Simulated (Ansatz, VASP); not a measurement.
**Two plane-wave programs on TiAl**

POSCAR

```
TiAl
1.0
    2.8672622327      0.0000000000      0.0000000000
   -1.4336311163      2.4831219328      0.0000000000
    0.0000000000      0.0000000000      4.6780830000
Ti Al
1 1
Direct
    0.0000000000      0.0000000000      0.0000000000
    0.3333333333      0.6666666667      0.5000000000
```

File INCAR.step1:

```
PREC = Accurate
ENCUT = 520
EDIFF = 1E-5
ISMEAR = -1
SIGMA = 0.05
LREAL = F
LASPH = T
NELM = 60
ALGO = Normal
ISIF = 2
LWAVE = T
LCHARG = F
GGA = PE
NBANDS = 14
```

INCAR.step2

```
PREC = Accurate
ENCUT = 520
EDIFF = 1E-6
ISMEAR = -1
SIGMA = 0.05
LREAL = F
LASPH = T
NELM = 60
ALGO = Normal
ISIF = 2
LWAVE = F
LCHARG = F
GGA = PE
LHFCALC = T
AEXX = 0.25
PRECFOCK = Normal
ISTART = 1
NBANDS = 14
```

File KPOINTS:

```
Automatic mesh
0
Gamma
  6 6 4
```

input.yaml

```yaml
crystal:
  lattice:
    - [2.8672622327, 0.0, 0.0]
    - [-1.4336311163, 2.4831219328, 0.0]
    - [0.0, 0.0, 4.678083]
  atoms:
    - { symbol: Ti, position: [0.0, 0.0, 0.0] }
    - { symbol: Al, position: [0.3333333333, 0.6666666667, 0.5] }
hamiltonian:
  xc: pbe0
  pseudopotentials: { kind: paw }
kpoints:
  mp_grid: { grid: [6, 6, 4] }
scf:
  occupations: { method: fermi_dirac, width: 0.05 }
output:
  forces: true
  stress: true
  eigenvalues: true
  write_density: true
  write_potential: true
  elf: true
  volumetric_format: npy
```

Alike in both runs: task single point; functional PBE0; k mesh 6 × 6 × 4; occupations fermi-dirac, width 0.05 eV; no spin polarisation.

|  | VASP | Ansatz |
| --- | --- | --- |
| version | VASP 6.6.1 | Ansatz 0.2.0 |
| potentials or method | VASP PAW PBE potentials, release 64 (Ti_sv, Al) | Ansatz PAW |
| plane-wave cutoff (eV) | 520 | 420 |
| valence electrons in the cell | 15 | 15 |

|  | VASP | Ansatz | Ansatz less VASP |
| --- | --- | --- | --- |
| gap on the k mesh at the Fermi level (eV) | none | none | - |
| pressure (GPa) | -2.1 | -1.7 | +0.38 |
| traceless stress, the component that is largest in VASP (GPa) | -1.00 | -1.01 | -0.006 |

A gap of «none» marks a metal or a gap that the smearing closes.

The k mesh is coarse, so the values compare programs but aren't converged.
